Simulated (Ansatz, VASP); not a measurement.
**One calculation of ZnS, two programs**

```
CELL_PARAMETERS angstrom
0.00000 2.67777 2.67777
2.67777 0.00000 2.67777
2.67777 2.67777 0.00000
ATOMIC_POSITIONS crystal
Zn 0.75000 0.75000 0.75000
S 0.00000 0.00000 0.00000
```

Alike in both runs: task single point; functional PBEsol; k mesh 8 × 8 × 8; no spin polarisation.

|  | VASP | Ansatz |
| --- | --- | --- |
| version | VASP 6.6.1 | Ansatz 0.2.0 |
| potentials or method | VASP PAW PBE potentials, release 64 (Zn, S) | PAW with Ansatz's default frozen-core files, scalar-relativistic |
| plane-wave cutoff (eV) | 520 | 420 |
| occupations | gaussian, width 0.01 eV | fixed |
| valence electrons in the cell | 18 | 18 |

|  | VASP | Ansatz | Ansatz less VASP |
| --- | --- | --- | --- |
| gap on the k mesh at the Fermi level (eV) | 2.10 | 2.09 | -0.007 |
| pressure (GPa) | 0.2 | 0.0 | -0.20 |

VASP's potentials were made for PBE, not for PBEsol.
